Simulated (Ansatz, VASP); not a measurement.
## One calculation of SiC, two programs

The input INCAR:

```
  PREC = Accurate
  ENCUT = 520
  EDIFF = 1E-6
  ISMEAR = 0
  SIGMA = 0.01
  LREAL = False
  LASPH = True
  NELM = 60
  ALGO = Normal
  ISIF = 2
  LWAVE = False
  LCHARG = True
  GGA = PS
  LELF = True
  LVHAR = True
  NBANDS = 11
```

Contents of KPOINTS:

```
regular mesh
0
Gamma
  10 10 10
```

File POSCAR:

```
SiC
1.0
    0.0000000000      2.1784118705      2.1784118705
    2.1784118705      0.0000000000      2.1784118705
    2.1784118705      2.1784118705      0.0000000000
Si C
1 1
Direct
    0.0000000000      0.0000000000      0.0000000000
    0.7500000000      0.7500000000      0.7500000000
```

Input for Ansatz:

```yaml
crystal:
  lattice:
    - [0.0, 2.17841187053, 2.17841187053]
    - [2.17841187053, 0.0, 2.17841187053]
    - [2.17841187053, 2.17841187053, 0.0]
  atoms:
    - { symbol: Si, position: [0.0, 0.0, 0.0] }
    - { symbol: C, position: [0.75, 0.75, 0.75] }
kpoints:
  mp_grid: { grid: [10, 10, 10] }
scf:
  occupations: { method: fixed }
hamiltonian:
  xc: pbesol
  pseudopotentials: { kind: all_electron, lapw: { basis_error: 0.001 } }
output:
  forces: true
  stress: true
  eigenvalues: true
  eigenstates:
    nscf_kmesh: { grid: [16, 16, 16] }
    de_dk: true
    e_range: [-9, 11.24320198271]
  optics:
    e_range: [0, 25]
    de: 0.2
    sigma: 0.2
    bands: { spectra_wanted_up_to: 25 }
    nscf_kmesh: { grid: [16, 16, 16] }
checkpoint:
  write: ck
  write_wavefunctions: false
```

Alike in both runs: task single point; functional PBEsol; k mesh 10 × 10 × 10; no spin polarisation.

```csv
,VASP,Ansatz
version,VASP 6.6.1,Ansatz 0.2.0
potentials or method,"VASP PAW PBE potentials, release 64 (Si, C), cutoff 520 eV","all-electron LAPW, scalar-relativistic"
occupations,"gaussian, width 0.01 eV",fixed
```

Ansatz gave:

| Item | Value |
| --- | --- |
| gap on the k mesh at the Fermi level (eV) | 1.24 |
| pressure (GPa) | -0.1 |

**Question.** Which values does VASP return?

**Answer.** gap on the k mesh at the Fermi level (eV): 1.23; pressure (GPa): 0.4.

VASP's potentials were made for PBE, not for PBEsol. Ansatz ran all-electron here, and VASP with PAW potentials.
